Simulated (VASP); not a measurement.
# FeO (Fm-3m) in VASP: a series of runs, part 2 of 2

VASP 6.6.1. The steps go on from the part before.

**4. Single point, PBE, collinear spin, ferromagnetic start**

This run uses another cell than the first one, of 9.81 Å³/atom.

The input, INCAR:

```
PREC = Accurate
ENCUT = 700
EDIFF = 1E-6
ISMEAR = -1
SIGMA = 0.05
LREAL = False
LASPH = True
NELM = 200
ALGO = Normal
ISIF = 2
LWAVE = False
LCHARG = True
ISPIN = 2
MAGMOM = 3 0
LORBIT = 11
LMAXMIX = 4
GGA = PE
LELF = True
LVHAR = True
NBANDS = 22
GGA_COMPAT = False
```

The input, KPOINTS:

```
regular mesh
0
Gamma
  11 11 11
```

The input, POSCAR:

```
FeO
1.0
    0.0000000000      2.1409339512      2.1409339512
    2.1409339512      0.0000000000      2.1409339512
    2.1409339512      2.1409339512      0.0000000000
Fe O
1 1
Direct
    0.0000000000      0.0000000000      0.0000000000
    0.5000000000      0.5000000000      0.5000000000
```

Potentials or basis: VASP PAW PBE potentials, release 64 (Fe_sv, O).

Run with:

```bash
> cat potpaw_PBE.64/Fe_sv/POTCAR potpaw_PBE.64/O/POTCAR > POTCAR
> mpirun -np 1 vasp_std > vasp.out
```

OUTCAR:

```text
PREC = Accurate
   ENCUT = 700
   EDIFF = 1E-6
   ISMEAR = -1
   LREAL = False
   LASPH = True
   NELM = 200
   ISIF = 2
   ISPIN = 2
   LORBIT = 11
   GGA = PE

 ion  position               nearest neighbor table
   1  0.000  0.000  0.000-   2 2.14   2 2.14   2 2.14   2 2.14   2 2.14   2 2.14
   2  0.500  0.500  0.500-   1 2.14   1 2.14   1 2.14   1 2.14   1 2.14   1 2.14

  LATTYP: Found a face centered cubic cell.
 ALAT       =     4.2818679024

  Lattice vectors:

 A1 = (   0.0000000000,   2.1409339512,   2.1409339512)
 A2 = (   2.1409339512,   0.0000000000,   2.1409339512)
 A3 = (   2.1409339512,   2.1409339512,   0.0000000000)

Analysis of symmetry for initial positions (statically):
=====================================================================
 Subroutine PRICEL returns:
 Original cell was already a primitive cell.

 Routine SETGRP: Setting up the symmetry group for a
 face centered cubic supercell.

 Subroutine GETGRP returns: Found 48 space group operations
 (whereof 48 operations were pure point group operations)
 out of a pool of 48 trial point group operations.

The static configuration has the point symmetry O_h .

Analysis of symmetry for dynamics (positions and initial velocities):
=====================================================================
 Subroutine PRICEL returns:
 Original cell was already a primitive cell.

 Routine SETGRP: Setting up the symmetry group for a
 face centered cubic supercell.

 Subroutine GETGRP returns: Found 48 space group operations
 (whereof 48 operations were pure point group operations)
 out of a pool of 48 trial point group operations.

The dynamic configuration has the point symmetry O_h .

Analysis of structural, dynamic, and magnetic symmetry:
=====================================================================
 Subroutine PRICEL returns:
 Original cell was already a primitive cell.

[... 149 lines left out ...]
  ext. energy  EPLUGINS =         0.00000000
  ---------------------------------------------------
  free energy    TOTEN  =       -15.04162269 eV

  energy without entropy =      -15.03032990  energy(sigma->0) =      -15.03597630

 E-fermi :  10.1042     XC(G=0): -12.6456

 val. band max:       10.0976610260   @ k =  -0.2727   0.3636   0.0909
 cond. band min:      10.1047227884   @ k =  -0.3636   0.2727   0.0909
 fundamental gap:      0.0070617624
 Fermi energy:        10.1041653915

 spin component 1

 k-point     1 :       0.0000    0.0000    0.0000
  band No.  band energies     occupation
      1     -79.8040      1.00000
      2     -45.8307      1.00000
      3     -45.8307      1.00000
      4     -45.8307      1.00000
      5     -10.8483      1.00000
      6       6.1554      1.00000
[... 589 lines left out ...]
     21      36.7201      0.00000
     22      38.4453      0.00000

 [... further k-points ...]

 spin component 2

 k-point     1 :       0.0000    0.0000    0.0000
  band No.  band energies     occupation
      1     -75.6416      1.00000
      2     -41.7616      1.00000
      3     -41.7616      1.00000
      4     -41.7616      1.00000
      5     -10.3167      1.00000
      6       6.7115      1.00000
[... 589 lines left out ...]
     21      37.5007      0.00000
     22      39.2363      0.00000

 [... further k-points ...]

------------------------ aborting loop because EDIFF is reached ----------------------------------------

  FORCE on cell =-STRESS in cart. coord.  units (eV):
  Direction    XX          YY          ZZ          XY          YZ          ZX
  --------------------------------------------------------------------------------------
  -------------------------------------------------------------------------------------
  Total        0.3085540      0.3085540      0.3085540      0.0000000      0.0000000      0.0000000
  in kB       25.1884786     25.1884786     25.1884786      0.0000000      0.0000000      0.0000000
  external PRESSURE =      25.1884786 kB  Pullay stress =       0.0000000 kB

 VOLUME and BASIS-vectors are now :
 -----------------------------------------------------------------------------
  energy-cutoff  :      700.00
  volume of cell :       19.63
      direct lattice vectors                 reciprocal lattice vectors
     0.000000000  2.140933951  2.140933951    -0.233542936  0.233542936  0.233542936
     2.140933951  0.000000000  2.140933951     0.233542936 -0.233542936  0.233542936
     2.140933951  2.140933951  0.000000000     0.233542936  0.233542936 -0.233542936

 POSITION                                       TOTAL-FORCE (eV/Angst)
 -----------------------------------------------------------------------------------
      0.00000      0.00000      0.00000        -0.000000      0.000000     -0.000000
      2.14093      2.14093      2.14093         0.000000     -0.000000      0.000000
 -----------------------------------------------------------------------------------
    total drift:                                0.000000      0.000000      0.000000

  FREE ENERGIE OF THE ION-ELECTRON SYSTEM (eV)
  ---------------------------------------------------
  free  energy   TOTEN  =       -15.0416226927 eV

  energy  without entropy=      -15.0303299041  energy(sigma->0) =      -15.03597630

 total charge

# of ion       s       p       d       tot
------------------------------------------
    1        2.104   6.001   5.520  13.625
    2        1.552   3.453   0.000   5.005
--------------------------------------------------
tot          3.656   9.454   5.520  18.630

 magnetization (x)

# of ion       s       p       d       tot
------------------------------------------
    1        0.015   0.011   3.450   3.476
    2        0.031   0.269   0.000   0.300
--------------------------------------------------
tot          0.046   0.280   3.450   3.776
```

OSZICAR:

```text
N       E                     dE             d eps       ncg     rms          rms(c)
DAV:   1     0.329621502508E+03    0.32962E+03   -0.14138E+04  5014   0.159E+03
DAV:   2     0.147349099919E+01   -0.32815E+03   -0.30934E+03  5054   0.497E+02
DAV:   3    -0.172542707937E+02   -0.18728E+02   -0.18423E+02  5918   0.135E+02
DAV:   4    -0.175842116965E+02   -0.32994E+00   -0.32985E+00  5574   0.197E+01
DAV:   5    -0.175931681395E+02   -0.89564E-02   -0.89562E-02  5972   0.336E+00    0.170E+01
DAV:   6    -0.155394888985E+02    0.20537E+01   -0.15541E+01  7888   0.563E+01    0.252E+01
DAV:   7    -0.150668137860E+02    0.47268E+00   -0.23293E+00  7014   0.308E+01    0.111E+01
DAV:   8    -0.150559431969E+02    0.10871E-01   -0.11394E-01  5772   0.316E+00    0.599E+00
DAV:   9    -0.150413345753E+02    0.14609E-01   -0.31149E-02  7324   0.254E+00    0.928E-01
DAV:  10    -0.150413763728E+02   -0.41798E-04   -0.62501E-03  6474   0.119E+00    0.146E-01
DAV:  11    -0.150415809535E+02   -0.20458E-03   -0.67039E-04  6442   0.222E-01    0.693E-02
DAV:  12    -0.150416118635E+02   -0.30910E-04   -0.44414E-05  5968   0.663E-02    0.352E-02
DAV:  13    -0.150416233194E+02   -0.11456E-04   -0.22066E-05  5696   0.452E-02    0.115E-02
DAV:  14    -0.150416226927E+02    0.62662E-06   -0.99626E-07  4784   0.107E-02
   1 F= -.15041623E+02 E0= -.15035976E+02  d E =-.112928E-01  mag=     3.9999
```

Wall time 50 s (1 thread of Intel Xeon Platinum 8488C (Sapphire Rapids), shared host); peak memory 0.2 GiB.

What came out:

```yaml
Free_energy: -15.0416 eV
Pressure: 2.5 GPa
Band_gap_on_the_k_mesh: zero (filled and empty bands overlap)
Net_moment: 4.00 μB per cell
Site_moments: Fe +3.48; O +0.30 μB
Valence_electrons_inside_the_program's_atomic_spheres: Fe 13.62; O 5.00
```

Levels at points of the mesh, in eV from the Fermi level:
Spin up:
```
           k point  band 9  band 10  band 11  band 12  band 13  band 14  band 15  band 16  band 17  band 18
(0.00, 0.00, 0.00)   -3.90    -3.90    -3.90    -3.68    -3.68     0.13    15.31    17.12    17.12    17.12
```
Spin down:
```
           k point  band 6  band 7  band 8  band 9  band 10  band 11  band 12  band 13
(0.00, 0.00, 0.00)   -3.39   -3.39   -3.39   -0.76    -0.76    -0.76     0.21     0.21
```

Caveat: a cell with one magnetic atom can't hold antiferromagnetic order, which such compounds often take; semilocal functionals often make such compounds metallic where correlation or magnetic order opens a gap, which also shifts bond lengths. With open d or f shells a metallic result of PBE can be an artefact of self-interaction; +U or a hybrid may open a gap.

**5. Single point, PBE, collinear spin, ferromagnetic start**

This run uses another cell than the first one, of 10.41 Å³/atom.

The input, INCAR:

```
SYSTEM = FeO
PREC     = Accurate       ! precision mode
ENCUT    = 1340           ! plane-wave cutoff, eV
EDIFF    = 1E-6           ! SCF threshold, eV
ISMEAR   = -1             ! smearing method
SIGMA    = 0.05           ! smearing width, eV
LREAL    = .FALSE.        ! projectors in reciprocal space
LASPH    = .TRUE.         ! aspherical terms in the spheres
NELM     = 200            ! most SCF steps
ALGO     = Normal         ! electronic algorithm
ISIF     = 2              ! what is computed and relaxed
LWAVE    = .FALSE.        ! write WAVECAR
LCHARG   = .TRUE.         ! write CHGCAR
ISPIN    = 2              ! spin polarisation
MAGMOM   = 3 0            ! initial moments
LORBIT   = 11             ! projections on sites
LMAXMIX  = 4              ! l up to which the mixer works
GGA      = PE             ! functional
LELF     = .TRUE.         ! ELF
LVHAR    = .TRUE.       
NBANDS   = 22             ! bands
GGA_COMPAT= .FALSE.
```

The input, KPOINTS:

```
Automatic mesh
0
G
  11 11 11
  0 0 0
```

The input, POSCAR:

```
FeO
1.0
    0.0000000000      2.1837639411      2.1837639411
    2.1837639411      0.0000000000      2.1837639411
    2.1837639411      2.1837639411      0.0000000000
Fe O
1 1
Direct
    0.0000000000      0.0000000000      0.0000000000
    0.5000000000      0.5000000000      0.5000000000
```

Potentials or basis: VASP PAW PBE potentials, release 64 (Fe_sv, O_h).

Run with:

```bash
> cat potpaw_PBE.64/Fe_sv/POTCAR potpaw_PBE.64/O_h/POTCAR > POTCAR
> mpirun -np 1 vasp_std > vasp.out
```

Run time: 4 min. Hardware: 1 thread of Intel Xeon Platinum 8259CL at 2.50GHz (Skylake/Cascade Lake), shared host; peak memory 0.38 GiB.

It converged, with:

| Item | Value |
| --- | --- |
| Free energy | -15.0282 eV |
| Pressure | -7.5 GPa |
| Band gap on the k mesh | zero (filled and empty bands overlap) |
| Net moment | 4.00 μB per cell |
| Site moments | Fe +3.48; O +0.23 μB |
| Valence electrons inside the program's atomic spheres | Fe 13.60; O 3.34 |

Levels at points of the mesh, in eV from the Fermi level:
Spin up:
```
           k point  band 10  band 11  band 12  band 13  band 14  band 15  band 16  band 17
(0.00, 0.00, 0.00)    -3.74    -3.74    -3.67    -3.67    -0.20    15.11    16.62    16.62
```
Spin down:
| k point | band 7 | band 8 | band 9 | band 10 | band 11 | band 12 |
| --- | --- | --- | --- | --- | --- | --- |
| (0.00, 0.00, 0.00) | -3.21 | -3.21 | -0.69 | -0.69 | -0.69 | 0.24 |

Caveat: the cell stands under tension; a cell with one magnetic atom can't hold antiferromagnetic order, which such compounds often take; semilocal functionals often make such compounds metallic where correlation or magnetic order opens a gap, which also shifts bond lengths. With open d or f shells a metallic result of PBE can be an artefact of self-interaction; +U or a hybrid may open a gap.

**6. Summary**

| potentials or basis | cell | cutoff (eV) | gap on the mesh (eV) | pressure (GPa) | moment (μB) |
| --- | --- | --- | --- | --- | --- |
| VASP PAW PBE potentials, release 64 (Fe_sv, O) | a = 3.047 Å, angles 60.0°, 2 atoms | 700 | none | -1.1 | 4.00 |
| VASP PAW PBE potentials, release 64 (Fe_sv, O) | a = 3.048 Å, angles 60.0°, 2 atoms | 700 | none | -1.4 | 4.00 |
| VASP PAW PBE potentials, release 64 (Fe_sv, O) | a = 3.028 Å, angles 60.0°, 2 atoms | 700 | none | 2.5 | 4.00 |
| VASP PAW PBE potentials, release 64 (Fe_sv, O_h) | a = 3.088 Å, angles 60.0°, 2 atoms | 1340 | none | -7.5 | 4.00 |

Alike in all rows: task single point; level PBE; spin collinear, ferromagnetic start; k mesh 11 × 11 × 11; smearing fermi-dirac 0.05 eV.

Caveats: a cell with one magnetic atom can't hold antiferromagnetic order, which such compounds often take; semilocal functionals often make such compounds metallic where correlation or magnetic order opens a gap, which also shifts bond lengths; the cell stands under tension (at least some runs).

Absolute energies hang on the potentials; compare differences alone.
